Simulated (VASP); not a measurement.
Runs of VASP 6.6.1 on AgO2 (fluorite type). The structure is that of space group Fm-3m (No. 225), or close to it. The cells are those of the table. 

| cell | gap on the mesh (eV) | pressure (GPa) |
| --- | --- | --- |
| a = 3.722 Å, angles 60.0°, 3 atoms | none | (b) |
| a = 3.650 Å, angles 60.0°, 3 atoms | none | -0.1 |
| a = 3.626 Å, angles 60.0°, 3 atoms | none | 2.9 |
| a = 3.698 Å, angles 60.0°, 3 atoms | none | -5.2 |
| a = 3.674 Å, angles 60.0°, 3 atoms | none | (a) |

Alike in all rows: task single point; level PBE; potentials or basis VASP PAW PBE potentials, release 64 (Ag, O); no spin polarisation; k mesh 18 × 18 × 18; cutoff (eV) 520; smearing fermi-dirac 0.0612256 eV.

Q: Estimate the missing entries.

A: (a) -2.8; (b) -7.2.

Caveats: an odd number of electrons without spin polarisation forces a metal; a magnetic or distorted state may lie lower.

A k mesh can miss the band edges, and the runs leave out spin-orbit coupling on Ag.

A gap of «none» marks levels without a gap at the run's occupations.
